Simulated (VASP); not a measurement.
The system is Rh2N.

```
Rh N
1.0
     3.20126    0.00000    0.00000
    -1.60063    2.77237    0.00000
     0.00000    0.00000    3.45651
Rh N
2 1
Cartesian
  0.0000 1.8482 1.7283
  1.6006 0.9241 1.7283
  0.0000 0.0000 0.0000
```

```yaml
Program: VASP 6.6.1
Task: relaxation of cell and atoms
Functional: PBE
Potentials_or_basis: VASP PAW PBE potentials, release 64 (Rh_pv, N)
Cutoff: 600 eV
k_mesh: 6 × 6 × 6
Occupations: gaussian, width 0.1 eV
Spin: no spin polarisation
```

At the start: pressure 243.4 GPa; volume 10.23 Å³/atom.

Where does the relaxation end?

Over 20 steps the energy falls by 4743.2 meV/atom and the volume is 12.89 Å³/atom (+26.1 %); space group P6/mmm (No. 191, to 0.05 Å).

The path:
| step | energy change (eV) | largest force (eV/Å) | pressure (GPa) | volume (Å³) |
| --- | --- | --- | --- | --- |
| 1 | 0.0000 | 0.0000 | 243.44 | 30.68 |
| 2 | 24.1628 | 0.0000 | -115.76 | 138.01 |
| 3 | -7.9896 | 0.0000 | -30.21 | 75.71 |
| 4 | -10.1670 | 0.0000 | -29.84 | 65.53 |
| 5 | -12.7166 | 0.0000 | -2.75 | 46.48 |
| 6 | -12.7272 | 0.0000 | -12.17 | 49.04 |
| 7 | -12.7493 | 0.0000 | -8.44 | 47.92 |
| 8 | -12.7477 | 0.0000 | -7.03 | 47.53 |
| 9 | -13.4985 | 0.0000 | -5.32 | 43.30 |
| 10 | -10.3517 | 0.0000 | 108.66 | 30.05 |
| 11 | -13.8452 | 0.0000 | -2.71 | 41.22 |
| 12 | -14.0357 | 0.0000 | 19.42 | 35.71 |
| 13 | -14.1502 | 0.0000 | 4.16 | 38.51 |
| 14 | -14.1790 | 0.0000 | 9.65 | 37.24 |
| 15 | -14.1818 | 0.0000 | 8.24 | 37.53 |
| 16 | -14.0806 | 0.0000 | -8.12 | 40.09 |
| 17 | -14.2276 | 0.0000 | 1.30 | 38.42 |
| 18 | -14.2276 | 0.0000 | 1.43 | 38.41 |
| 19 | -14.2287 | 0.0000 | -0.76 | 38.87 |
| 20 | -14.2296 | 0.0000 | 0.14 | 38.68 |

Final structure:
```
Rh N
1.0
     4.10256    0.00000    0.00000
    -2.05128    3.55292    0.00000
     0.00000    0.00000    2.65399
Rh N
2 1
Direct
  0.33333 0.66667 0.50000
  0.66667 0.33333 0.50000
  0.00000 0.00000 0.00000
```

Caveat: the k points lie up to 0.39 Å⁻¹ apart in the final cell; the volume moved by over 15 % at a fixed basis, so the end points are rough.
